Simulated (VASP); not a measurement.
Here is a VASP 6.6.1 calculation.

File INCAR:

```
PREC = Accurate
ENCUT = 520
EDIFF = 1E-7
ISMEAR = 0
SIGMA = 0.1
LREAL = False
LASPH = True
NELM = 100
ALGO = Normal
ISIF = 2
LWAVE = False
LCHARG = True
GGA = PS
LELF = True
LVHAR = True
NBANDS = 35
```

KPOINTS

```
regular mesh
0
Gamma
  12 12 4
```

Contents of POSCAR:

```
Hf2S
1.0
    3.3462106999      0.0000000000      0.0000000000
   -1.6731053500      2.8979034726      0.0000000000
    0.0000000000      0.0000000000     11.6653051212
Hf S
4 2
Direct
    0.6666666667      0.3333333333      0.8985898494
    0.3333333333      0.6666666667      0.3985898494
    0.6666666667      0.3333333333      0.6014101506
    0.3333333333      0.6666666667      0.1014101506
    0.0000000000      0.0000000000      0.7500000000
    0.0000000000      0.0000000000      0.2500000000
```

Potentials or basis: VASP PAW PBE potentials, release 64 (Hf_pv, S).

The run is started by

```sh
$ cat potpaw_PBE.64/Hf_pv/POTCAR potpaw_PBE.64/S/POTCAR > POTCAR
$ mpirun -np 1 vasp_std > vasp.out
```

Problem. Predict the pressure.

Solution. -0.4 GPa.

Problem. Predict the band gap on the k mesh.

Solution. Zero (band 26 reaches 6.92 eV, above the bottom of band 27 at 5.89 eV).

Caveat: the PAW data sets were made with another functional, which shifts forces and pressure a little; spin-orbit coupling is left out, which moves the levels of the heavy elements.
